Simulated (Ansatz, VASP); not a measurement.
Two plane-wave programs on Si5As3

```
Si As
1.0
    -3.39825    3.39825    3.39825
     3.39825   -3.39825    3.39825
     3.39825    3.39825   -3.39825
Si As
5 3
Direct
  0.50000 0.50000 0.50000
  0.00000 0.00000 0.50000
  0.00000 0.50000 0.00000
  0.50000 0.00000 0.00000
  0.00000 0.00000 0.00000
  0.00000 0.50000 0.50000
  0.50000 0.00000 0.50000
  0.50000 0.50000 0.00000
```

Alike in both runs: task single point; functional PBE; k mesh 4 × 4 × 4; occupations gaussian, width 0.1 eV; no spin polarisation.

|  | VASP | Ansatz |
| --- | --- | --- |
| version | VASP 6.6.1 | Ansatz 0.2.0 |
| potentials or method | VASP PAW PBE potentials, release 64 (Si, As), cutoff 520 eV | scalar-relativistic, plane waves, PAW |
| valence electrons in the cell | 35 | 65 |

```tsv
	VASP	Ansatz	Ansatz less VASP
gap on the k mesh at the Fermi level (eV)	none	none	-
pressure (GPa)	-9.4	-9.4	-0.02
```

A gap of «none» marks a metal or a gap that the smearing closes. VASP's potentials hold 35 valence electrons a cell and Ansatz's 65, so a difference there can come from the potentials and not from the codes.
